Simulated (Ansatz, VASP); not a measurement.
## ZrB2 in VASP and in Ansatz

File INCAR:

```
ALGO = Normal
EDIFF = 1E-6
EDIFFG = -0.005
ENCUT = 600
IBRION = 2
ISIF = 3
ISMEAR = 0
LASPH = T
LCHARG = F
LREAL = F
LWAVE = F
NELM = 60
NSW = 70
PREC = Accurate
SIGMA = 0.1
```

The input KPOINTS:

```
k-points
0
Gamma
  18 18 12
```

POSCAR

```
ZrB2
1.0
    3.1713308744      0.0000000000      0.0000000000
   -1.5856654372      2.7464531010      0.0000000000
    0.0000000000      0.0000000000      3.5419829898
Zr B
1 2
Direct
    0.0000000000      0.0000000000      0.0000000000
    0.3333333333      0.6666666667      0.5000000000
    0.6666666667      0.3333333333      0.5000000000
```

Input for Ansatz:

```yaml
crystal:
  lattice:
    - [3.1713308744, 0.0, 0.0]
    - [-1.5856654372, 2.746453101, 0.0]
    - [0.0, 0.0, 3.5419829898]
  atoms:
    - { symbol: Zr, position: [0.0, 0.0, 0.0] }
    - { symbol: B, position: [0.3333333333, 0.6666666667, 0.5] }
    - { symbol: B, position: [0.6666666667, 0.3333333333, 0.5] }
basis:
  ecutwfc: 420
kpoints:
  mp_grid: { grid: [18, 18, 12] }
hamiltonian:
  xc: lda
scf:
  occupations: { method: gaussian, width: 0.1 }
output:
  forces: true
  stress: true
  eigenvalues: true
relax:
  adjacent_minimum: "off"
  f_tol: 0.005
  max_steps: 50
  cell: { stress_tol: 0.05 }
```

Alike in both runs: task relaxation of cell and atoms; functional LDA; k mesh 18 × 18 × 12; occupations gaussian, width 0.1 eV; no spin polarisation.

```csv
,VASP,Ansatz
version,VASP 6.6.1,Ansatz 0.2.0
potentials or method,"VASP PAW LDA potentials, release 64 (Zr_sv, B), cutoff 600 eV","scalar-relativistic, plane waves, PAW"
valence electrons in the cell,18,18
```

|  | VASP | Ansatz | Ansatz less VASP |
| --- | --- | --- | --- |
| gap on the k mesh at the Fermi level, each at its own relaxed structure (eV) | none | none | - |
| relaxed volume (Å³/atom) | 9.91 | 9.88 | -0.023 |
| relaxed cell length with the largest relative difference (Å) | 3.492 | 3.489 | -0.0034 |

LDA's correlation is that of Perdew and Zunger in VASP and of Perdew and Wang (1992) in Ansatz. A gap of «none» marks a metal or a gap that the smearing closes.
